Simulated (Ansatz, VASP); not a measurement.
## Two plane-wave programs on TiSi2

INCAR

```
SYSTEM = TiSi2
ALGO = Normal ; EDIFF = 1E-7
ENCUT = 520 ; GGA = CA
ISIF = 2 ; ISMEAR = -1
LASPH = .True. ; LCHARG = .False.
LREAL = .False. ; LWAVE = .False.
NBANDS = 29 ; NELM = 100
PREC = Accurate ; SIGMA = 0.05
```

File KPOINTS:

```
k-points
0
Gamma
  7 7 7
  0 0 0
```

File POSCAR:

```
TiSi2
1.0
    0.0000000000      4.1175163063      4.2628978354
    2.3895119538      0.0000000000      4.2628978354
    2.3895119538      4.1175163063      0.0000000000
Ti Si
2 4
Direct
    0.7500000000      0.7500000000      0.7500000000
    0.5000000000      0.5000000000      0.5000000000
    0.4125656100      0.0874343900      0.4125656100
    0.0874343900      0.4125656100      0.0874343900
    0.1625656100      0.8374343900      0.1625656100
    0.8374343900      0.1625656100      0.8374343900
```

input.yaml

```yaml
crystal:
  lattice:
    - [0.0, 4.1175163063, 4.2628978354]
    - [2.3895119538, 0.0, 4.2628978354]
    - [2.3895119538, 4.1175163063, 0.0]
  atoms:
    - { symbol: Ti, position: [0.75, 0.75, 0.75] }
    - { symbol: Ti, position: [0.5, 0.5, 0.5] }
    - { symbol: Si, position: [0.41256561, 0.08743439, 0.41256561] }
    - { symbol: Si, position: [0.08743439, 0.41256561, 0.08743439] }
    - { symbol: Si, position: [0.16256561, 0.83743439, 0.16256561] }
    - { symbol: Si, position: [0.83743439, 0.16256561, 0.83743439] }
hamiltonian:
  xc: lda
  pseudopotentials: { kind: paw }
kpoints:
  mp_grid: { grid: [7, 7, 7] }
  band_path:
    path:
      - [[0.0, 0.0, 0.0], [0.5, 0.0, 0.5], [1.0, 0.5, 0.5], [0.5, 0.5, 0.0], [0.0, 0.0, 0.0], [0.0, 0.4127457158, 0.4127457158], [0.5, 0.2443551471, 0.7443551471], [0.5, 0.0, 0.5]]
      - [[1.0, 0.5, 0.5], [1.0, 0.5872542842, 0.5872542842]]
      - [[0.0, 0.4127457158, 0.4127457158], [0.5, 0.7556448529, 0.2556448529], [0.5, 0.5, 0.0]]
      - [[0.5, 0.5, 0.5], [0.0, 0.0, 0.0]]
    npoints: 14
scf:
  occupations: { method: fermi_dirac, width: 0.05 }
  n_extra_bands: 15
output:
  forces: true
  stress: true
  eigenvalues: true
  fatbands: true
```

Alike in both runs: functional LDA; k mesh 7 × 7 × 7; occupations fermi-dirac, width 0.05 eV; no spin polarisation.

```csv
,VASP,Ansatz
version,VASP 6.6.1,Ansatz 0.2.0
potentials or method,"VASP PAW LDA potentials, release 64 (Ti_sv, Si)",Ansatz PAW
plane-wave cutoff (eV),520,420
valence electrons in the cell,40,40
task,single point,band structure
```

Ansatz gave:

* gap on the k mesh at the Fermi level (eV): none
* pressure (GPa): -5.1
* traceless stress, the component that is largest in VASP (GPa): -0.55
* rms of the force components (eV/Å): 0.030

Question: What did VASP give for the same quantities?

Answer: gap on the k mesh at the Fermi level (eV): none; pressure (GPa): -4.9; traceless stress, the component that is largest in VASP (GPa): -0.60; rms of the force components (eV/Å): 0.030.

LDA's correlation is that of Perdew and Zunger in VASP and of Perdew and Wang (1992) in Ansatz. Atom by atom the forces differ by 0.000 eV/Å (rms over components). A gap of «none» marks a metal or a gap that the smearing closes.
